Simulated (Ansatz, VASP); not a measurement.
**Two plane-wave programs on Mo3Br**

File POSCAR:

```
Mo3Br
1.0
    4.1632350834      0.0000000000      0.0000000000
    0.0000000000      4.1632350834      0.0000000000
    0.0000000000      0.0000000000      4.1632350834
Mo Br
3 1
Direct
    0.0000000000      0.5000000000      0.5000000000
    0.5000000000      0.0000000000      0.5000000000
    0.5000000000      0.5000000000      0.0000000000
    0.0000000000      0.0000000000      0.0000000000
```

The input INCAR.step1:

```
SYSTEM = Mo3Br
PREC = Accurate ; ENCUT = 600
ISMEAR = 0 ; SIGMA = 0.1
LREAL = .False. ; LASPH = .True.
NELM = 60 ; GGA = PE
ALGO = Normal ; EDIFF = 1E-4
LWAVE = .True. ; LCHARG = .False.
```

INCAR.step2

```
SYSTEM = Mo3Br
PREC = Accurate ; ENCUT = 600
EDIFF = 1E-6 ; ISMEAR = 0
SIGMA = 0.1 ; LREAL = .False.
LASPH = .True. ; NELM = 60
ALGO = Normal ; ISIF = 3
LWAVE = .False. ; LCHARG = .False.
METAGGA = R2SCAN ; LMIXTAU = .True.
IBRION = 2 ; NSW = 90
EDIFFG = -0.04 ; ISTART = 1
```

Contents of KPOINTS:

```
regular mesh
0
Gamma
  4 4 4
  0 0 0
```

Input for Ansatz:

```yaml
crystal:
  lattice:
    - [4.1632350834, 0.0, 0.0]
    - [0.0, 4.1632350834, 0.0]
    - [0.0, 0.0, 4.1632350834]
  atoms:
    - { symbol: Mo, position: [0.0, 0.5, 0.5] }
    - { symbol: Mo, position: [0.5, 0.0, 0.5] }
    - { symbol: Mo, position: [0.5, 0.5, 0.0] }
    - { symbol: Br, position: [0.0, 0.0, 0.0] }
basis:
  ecutwfc: 500
kpoints:
  mp_grid: { grid: [4, 4, 4] }
hamiltonian:
  xc: r2scan
scf:
  occupations: { method: gaussian, width: 0.1 }
  lower_state_search: "off"
output:
  forces: true
  stress: true
  eigenvalues: true
relax:
  adjacent_minimum: "off"
  f_tol: 0.04
  max_steps: 70
  cell: { stress_tol: 0.4 }
```

Alike in both runs: task relaxation of cell and atoms; functional r2SCAN; k mesh 4 × 4 × 4; occupations gaussian, width 0.1 eV; no spin polarisation.

```csv
,VASP,Ansatz
version,VASP 6.6.1,Ansatz 0.2.0
potentials or method,"VASP PAW PBE potentials, release 64 (Mo_sv, Br), cutoff 600 eV","scalar-relativistic, plane waves, PAW"
valence electrons in the cell,49,49
```

Ansatz gave:

* gap on the k mesh at the Fermi level, each at its own relaxed structure (eV): none
* relaxed volume (Å³/atom): 16.57
* relaxed cell length with the largest relative difference (Å): 4.047

Question: Estimate VASP's values.

Answer: gap on the k mesh at the Fermi level, each at its own relaxed structure (eV): none; relaxed volume (Å³/atom): 16.62; relaxed cell length with the largest relative difference (Å): 4.051.

VASP's potentials were made for PBE, not for r2SCAN. A gap of «none» marks a metal or a gap that the smearing closes.

The k mesh is coarse, so the values compare programs but aren't converged.
